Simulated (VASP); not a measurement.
Input of a VASP 6.6.1 run:

INCAR

```
PREC     = Accurate       # precision mode
ENCUT    = 520            # plane-wave cutoff, eV
EDIFF    = 1E-7           # SCF threshold, eV
ISMEAR   = -1             # smearing method
SIGMA    = 0.05           # smearing width, eV
LREAL    = False          # projectors in reciprocal space
LASPH    = True           # aspherical terms in the spheres
NELM     = 80             # most SCF steps
ALGO     = Normal         # electronic algorithm
ISIF     = 2              # what is computed and relaxed
LWAVE    = False          # write WAVECAR
LCHARG   = False          # write CHGCAR
GGA      = PE             # functional
IVDW     = 13             # dispersion correction
NBANDS   = 21             # bands
```

File KPOINTS:

```
Automatic mesh
0
Gamma
  8 8 8
```

The input POSCAR:

```
Ge
1.0
    0.0000000000      2.8475692595      2.8475692595
    2.8475692595      0.0000000000      2.8475692595
    2.8475692595      2.8475692595      0.0000000000
Ge
2
Direct
    0.7500000000      0.7500000000      0.7500000000
    0.5000000000      0.5000000000      0.5000000000
```

Potentials or basis: VASP PAW PBE potentials, release 64 (Ge_d).

Run with:

```sh
$ cat potpaw_PBE.64/Ge_d/POTCAR > POTCAR
$ mpirun -np 1 vasp_std > vasp.out
```

(1) Predict the pressure.

(2) Predict the band gap on the k mesh.

## Answers

(1) -0.1 GPa.

(2) zero (filled and empty bands touch).

Caveat: pairwise dispersion overbinds metals, which lowers pressure and volume.

**What was measured.**

“Electronic and optical properties of SixGe1-x-ySny alloys lattice-matched to Ge”, 2021, arxiv:2109.02782 reports, for a bulk crystal of Ge at 293 K: band gap 0.666 eV (indirect).

A measured gap of Ge is 0.666 eV (indirect; 293 K; “Electronic and optical properties of SixGe1-x-ySny alloys lattice-matched to Ge”, 2021, arxiv:2109.02782); the calculated 0.00 eV misses it by -0.67 eV. 3 values of this kind are on record (0.666 to 0.807 eV); this one was drawn at random among those near their median. Spin-orbit coupling on Ge is left out. The value is that of PBE+D4 on a finite k mesh, which can miss the band edges, without temperature or zero-point motion. Semilocal functionals fall short of measured gaps as a rule.
